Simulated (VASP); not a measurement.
# SnTe (I4/mmm) in VASP: electric field gradients with LDA

Aim: the electric field gradients of SnTe with LDA.

Everything below comes from runs of VASP 6.6.1. Logs are shortened: lines on timing, memory, paths and dates and some standing lists are left out, and cuts for length are marked.

## Step 1: The cell of the first run

The structure is tetragonal, space group I4/mmm (No. 139). The conventional cell has a = 4.598 Å, b = 4.598 Å, c = 6.313 Å, α = 90.00°, β = 90.00°, γ = 90.00°. Sn (site symmetry 4/mmm) has 6 Te at 3.16 to 3.25 Å within 4.2 Å. Te (site symmetry 4/mmm) has 6 Sn at 3.16 to 3.25 Å within 4.2 Å.

## Step 2: Electric field gradients, LDA (equal xx and yy strain of +3 %)

File INCAR:

```
PREC = Accurate
ENCUT = 520
EDIFF = 1E-8
ISMEAR = -1
SIGMA = 0.08
LREAL = F
LASPH = T
NELM = 100
ALGO = Normal
ISIF = 2
LWAVE = F
LCHARG = F
LEFG = T
NBANDS = 17
```

File KPOINTS:

```
Automatic mesh
0
Gamma
  11 11 11
```

File POSCAR:

```
SnTe
1.0
    0.0000000000      3.2511950000      3.1565000000
    3.2511950000      0.0000000000      3.1565000000
    3.2511950000      3.2511950000      0.0000000000
Sn Te
1 1
Direct
    0.0000000000      0.0000000000      0.0000000000
    0.5000000000      0.5000000000      0.5000000000
```

Potentials or basis: VASP PAW LDA potentials, release 64 (Sn_d, Te).

Started as:

```
$ cat potpaw_LDA.64/Sn_d/POTCAR potpaw_LDA.64/Te/POTCAR > POTCAR
$ mpirun -np 1 vasp_std > vasp.out
```

OUTCAR:

```text
PREC = Accurate
   ENCUT = 520
   EDIFF = 1E-8
   ISMEAR = -1
   LREAL = F
   LASPH = T
   NELM = 100
   ISIF = 2

 ion  position               nearest neighbor table
   1  0.000  0.000  0.000-   2 3.16   2 3.16   2 3.25   2 3.25   2 3.25   2 3.25
   2  0.500  0.500  0.500-   1 3.16   1 3.16   1 3.25   1 3.25   1 3.25   1 3.25

  LATTYP: Found a body centered tetragonal cell.
 ALAT       =     4.5978840629
 C/A-ratio  =     1.3730228761

  Lattice vectors:

 A1 = (   0.0000000000,  -3.2511950000,  -3.1565000000)
 A2 = (   0.0000000000,   3.2511950000,  -3.1565000000)
 A3 = (   3.2511950000,   0.0000000000,   3.1565000000)

Analysis of symmetry for initial positions (statically):
=====================================================================
 Subroutine PRICEL returns:
 Original cell was already a primitive cell.

 Routine SETGRP: Setting up the symmetry group for a
 body centered tetragonal supercell.

 Subroutine GETGRP returns: Found 16 space group operations
 (whereof 16 operations were pure point group operations)
 out of a pool of 16 trial point group operations.

The static configuration has the point symmetry D_4h.

Analysis of symmetry for dynamics (positions and initial velocities):
=====================================================================
 Subroutine PRICEL returns:
 Original cell was already a primitive cell.

 Routine SETGRP: Setting up the symmetry group for a
 body centered tetragonal supercell.

 Subroutine GETGRP returns: Found 16 space group operations
 (whereof 16 operations were pure point group operations)
 out of a pool of 16 trial point group operations.

The dynamic configuration has the point symmetry D_4h.

 Subroutine INISYM returns: Found 16 space group operations
 (whereof 16 operations are pure point group operations),
 and found     1 'primitive' translations

----------------------------------------------------------------------------------------

                                     Primitive cell

  volume of cell :      66.7301

  direct lattice vectors                    reciprocal lattice vectors
     0.000000000  3.251195000  3.156500000    -0.153789607  0.153789607  0.158403295
     3.251195000  0.000000000  3.156500000     0.153789607 -0.153789607  0.158403295
     3.251195000  3.251195000  0.000000000     0.153789607  0.153789607 -0.158403295

  length of vectors
     4.531419334  4.531419334  4.597884063     0.269061499  0.269061499  0.269061499

  position of ions in fractional coordinates (direct lattice)
     0.000000000  0.000000000  0.000000000
     0.500000000  0.500000000  0.500000000

  ion indices of the primitive-cell ions
   primitive index   ion index
                 1           1
                 2           2

----------------------------------------------------------------------------------------

 KPOINTS: Automatic mesh

Automatic generation of k-mesh.
 Grid dimensions read from file:
 generate k-points for:   11   11   11

 Generating k-lattice:

  Cartesian coordinates                     Fractional coordinates (reciprocal lattice)
    -0.013980873  0.013980873  0.014400300     0.090909091  0.000000000  0.000000000
     0.013980873 -0.013980873  0.014400300     0.000000000  0.090909091  0.000000000
     0.013980873  0.013980873 -0.014400300    -0.000000000 -0.000000000  0.090909091

  Length of vectors
     0.024460136  0.024460136  0.024460136

  Shift w.r.t. Gamma in fractional coordinates (k-lattice)
     0.000000000  0.000000000  0.000000000

 Subroutine IBZKPT returns following result:
 ===========================================

 Found    126 irreducible k-points:

 Following reciprocal coordinates:
            Coordinates               Weight
  0.000000  0.000000  0.000000      1.000000
  0.090909  0.000000  0.000000      8.000000
  0.181818  0.000000  0.000000      8.000000
  0.272727  0.000000  0.000000      8.000000
  0.363636  0.000000  0.000000      8.000000
  0.454545  0.000000  0.000000      8.000000
[... 16 lines left out ...]
 -0.272727  0.181818  0.000000      8.000000
 -0.181818  0.181818  0.000000      4.000000
 [... further k-points ...]
   k-points           NKPTS =    126   k-points in BZ     NKDIM =    126   number of bands    NBANDS=     17
   number of dos      NEDOS =    301   number of ions     NIONS =      2
   total plane-waves  NPLWV =  46656
   dimension x,y,z NGX =    36 NGY =   36 NGZ =   36
   dimension x,y,z NGXF=    72 NGYF=   72 NGZF=   72
   ions per type =               1   1
   NGX,Y,Z   is equivalent  to a cutoff of  13.21, 13.21, 13.02 a.u.
   NGXF,Y,Z  is equivalent  to a cutoff of  26.41, 26.41, 26.03 a.u.
 SYSTEM =  unknown system
   PREC   = accura    normal or accurate (medium, high low for compatibility)
   ISTART =      0    job   : 0-new  1-cont  2-samecut
   ICHARG =      2    charge: 1-file 2-atom 10-const
   ISPIN  =      1    spin polarized calculation?
   LNONCOLLINEAR =      F non collinear calculations
   LSORBIT =      F    spin-orbit coupling
   LASPH  =      T    aspherical Exc in radial PAW
   ENCUT  =  520.0 eV  38.22 Ry    6.18 a.u.   8.43  8.43  8.55*2*pi/ulx,y,z
   NELM   =    100;   NELMIN=  2; NELMDL= -5     # of ELM steps
   EDIFF  = 0.1E-07   stopping-criterion for ELM
   LREAL  =      F    real-space projection
   EDIFFG = 0.1E-06   stopping-criterion for IOM
   NSW    =      0    number of steps for IOM
   IBRION =     -1    ionic relax: 0-MD 1-quasi-New 2-CG
   NFREE  =      0    steps in history (QN), initial steepest desc. (CG)
   ISIF   =      2    stress and relaxation
   ISYM   =      2    0-nonsym 1-usesym 2-fastsym
   POTIM  = 0.5000    time-step for ionic-motion
   TEBEG  =    0.0;   TEEND  =   0.0 temperature during run
   PSTRESS=    0.0 pullay stress
   NELECT =      20.0000    total number of electrons
   NUPDOWN=      -1.0000    fix difference up-down
   EMIN   =  10.00;   EMAX   =-10.00  energy-range for DOS
   EFERMI =   0.00;   METHOD = LEGACY
   ISMEAR =    -1;   SIGMA  =   0.08  broadening in eV -4-tet -1-fermi 0-gaus
   EFERMI_NEDOS =   21; number of points for ismear=-14 and -15
   IALGO  =     38    algorithm
   IMIX   =      4    mixing-type and parameters
     AMIX     =   0.40;   BMIX     =  1.00
     AMIX_MAG =   1.60;   BMIX_MAG =  1.00
  volume/ion in A,a.u.               =      33.37       225.16
  Fermi-wavevector in a.u.,A,eV,Ry     =   1.095580  2.070347 16.331022  1.200296
  Thomas-Fermi vector in A             =   2.231907
   LORBIT       =      0    0 simple, 1 ext, 2 COOP (PROOUT), +10 PAW based schemes
   GGA     = CA    functional components
   LHFCALC =     F    Hartree Fock is set to
   AEXX    =    0.0000 exact exchange contribution
   IVDW    =     0    specifies the selected vdW correction
   LEPSILON=     F    determine dielectric tensor
   LRPA    =     F    only Hartree local field effects (RPA)
 non-spin polarized calculation
  energy-cutoff  :      520.00
  volume of cell :       66.73
 maximum number of plane-waves:      1819
 NGX is ok and might be reduce to    36
   NGX = 17   NGY = 17   NGZ = 17

 number of electron      20.0000004 magnetization

 Free energy of the ion-electron system (eV)
  ---------------------------------------------------
  ext. energy  EPLUGINS =         0.00000000
  ---------------------------------------------------
  free energy    TOTEN  =        -8.74266762 eV

  energy without entropy =       -8.74111413  energy(sigma->0) =       -8.74189087

 E-fermi :   5.8935     XC(G=0):  -9.4595

 val. band max:        5.7146892227   @ k =   0.4545   0.0000   0.0000
 cond. band min:       6.0994920421   @ k =   0.4545   0.0000   0.0000
 fundamental gap:      0.3848028194
 Fermi energy:         5.8934915623

 k-point     1 :       0.0000    0.0000    0.0000
  band No.  band energies     occupation
      1     -15.8290      2.00000
      2     -15.8237      2.00000
      3     -15.8177      2.00000
      4     -15.8143      2.00000
      5     -15.8143      2.00000
      6      -6.4176      2.00000
[... 9 lines left out ...]
     16      10.9673      0.00000
     17      12.6263      0.00000
[... 441 lines left out ...]
 k-point    24 :      -0.1818    0.1818    0.0000
  band No.  band energies     occupation
      1     -15.8309      2.00000
      2     -15.8227      2.00000
      3     -15.8179      2.00000
      4     -15.8129      2.00000
      5     -15.8116      2.00000
      6      -5.8190      2.00000
[... 9 lines left out ...]
     16      13.8050      0.00000
     17      14.2218      0.00000

 [... further k-points ...]

------------------------ aborting loop because EDIFF is reached ----------------------------------------

  FORCE on cell =-STRESS in cart. coord.  units (eV):
  Direction    XX          YY          ZZ          XY          YZ          ZX
  --------------------------------------------------------------------------------------
  -------------------------------------------------------------------------------------
  Total       -1.9979361     -1.9979361     -0.7568321      0.0000000      0.0000000     -0.0000000
  in kB      -47.9700707    -47.9700707    -18.1713958      0.0000000      0.0000000     -0.0000000
  external PRESSURE =     -38.0371791 kB  Pullay stress =       0.0000000 kB

 VOLUME and BASIS-vectors are now :
 -----------------------------------------------------------------------------
  energy-cutoff  :      520.00
  volume of cell :       66.73
      direct lattice vectors                 reciprocal lattice vectors
     0.000000000  3.251195000  3.156500000    -0.153789607  0.153789607  0.158403295
     3.251195000  0.000000000  3.156500000     0.153789607 -0.153789607  0.158403295
     3.251195000  3.251195000  0.000000000     0.153789607  0.153789607 -0.158403295

 POSITION                                       TOTAL-FORCE (eV/Angst)
 -----------------------------------------------------------------------------------
      0.00000      0.00000      0.00000        -0.000000      0.000000     -0.000000
      3.25120      3.25120      3.15650         0.000000     -0.000000      0.000000
 -----------------------------------------------------------------------------------
    total drift:                               -0.000000      0.000000      0.000000

  FREE ENERGIE OF THE ION-ELECTRON SYSTEM (eV)
  ---------------------------------------------------
  free  energy   TOTEN  =        -8.7426676168 eV

  energy  without entropy=       -8.7411141332  energy(sigma->0) =       -8.74189087

 Electric field gradients (V/A^2)
---------------------------------------------------------------------
 ion       V_xx      V_yy      V_zz      V_xy      V_xz      V_yz
---------------------------------------------------------------------
   1      22.261    22.261   -44.523    -0.000    -0.001    -0.001
   2       4.841     4.841    -9.683    -0.000    -0.000    -0.000
---------------------------------------------------------------------

 Electric field gradients after diagonalization (V/A^2)
 (convention: |V_zz| > |V_xx| > |V_yy|)
----------------------------------------------------------------------
 ion       V_xx      V_yy      V_zz     asymmetry (V_yy - V_xx)/ V_zz
----------------------------------------------------------------------
   1      22.261    22.261   -44.523       0.000
   2       4.841     4.841    -9.683       0.000
----------------------------------------------------------------------

           NMR quadrupolar parameters

 Cq : quadrupolar parameter    Cq=e*Q*V_zz/h
 eta: asymmetry parameters     (V_yy - V_xx)/ V_zz
 Q  : nuclear electric quadrupole moment in mb (millibarn)
----------------------------------------------------------------------
 ion       Cq(MHz)       eta       Q (mb)
----------------------------------------------------------------------
   1      -0.108       0.000       1.000
   2      -0.023       0.000       1.000
----------------------------------------------------------------------
```

Run time: 58 s. Hardware: 1 thread of Intel Xeon 6975P-C (Granite Rapids), shared host; peak memory 0.27 GiB.

Results:

| Quantity | Value |
| --- | --- |
| Free energy | -8.7427 eV |
| Pressure | -3.8 GPa |
| Band gap on the k mesh | 0.38 eV |
| Largest electric field gradient by atom | Sn -44.5; Te -9.7 V/Å² |

Electric field gradients, principal values (V/Å²):
```
atom   least  middle  greatest (by size)
1 Sn  22.261  22.261             -44.523
2 Te   4.841   4.841              -9.683
```

Caveat: the cell differs from its parent crystal (equal xx and yy strain of +3 %); the cell stands under tension; without QUAD_EFG the Cq values of the log hold for a quadrupole moment of 1 mb, not for the nuclei; spin-orbit coupling is left out, which moves the levels of the heavy elements; an odd mesh through Γ misses points on the zone boundary, where band edges can lie.
